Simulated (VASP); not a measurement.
A run of VASP 6.6.1:

INCAR

```
SYSTEM = Ba
PREC = Accurate
ENCUT = 520
EDIFF = 1E-7
ISMEAR = 0
SIGMA = 0.1
LREAL = .FALSE.
LASPH = .TRUE.
NELM = 80
ALGO = Fast
ISIF = 2
LWAVE = .FALSE.
LCHARG = .FALSE.
GGA = CA
NBANDS = 11
```

Contents of KPOINTS:

```
regular mesh
0
G
  12 12 12
  0 0 0
```

Contents of POSCAR:

```
Ba
1.0
   -2.5561750000      2.5561750000      2.5561750000
    2.5561750000     -2.5561750000      2.5561750000
    2.5561750000      2.5561750000     -2.5561750000
Ba
1
Direct
    0.0000000000      0.0000000000      0.0000000000
```

Potentials or basis: VASP PAW LDA potentials, release 64 (Ba_sv).

Launch:

```bash
$ cat potpaw_LDA.64/Ba_sv/POTCAR > POTCAR
$ mpirun -np 1 vasp_std > vasp.out
```

Hardware: 1 thread of Intel(R) Xeon(R) Platinum 8481C CPU @ 2.70GHz (Sapphire Rapids), with other jobs on the host.

How long does it take, and how much memory?

Run time: 21 s on 1 thread of Intel(R) Xeon(R) Platinum 8481C CPU @ 2.70GHz (Sapphire Rapids), with other jobs on the host, peak memory 0.2 GiB. Counts: scf iterations 13, k points 72.
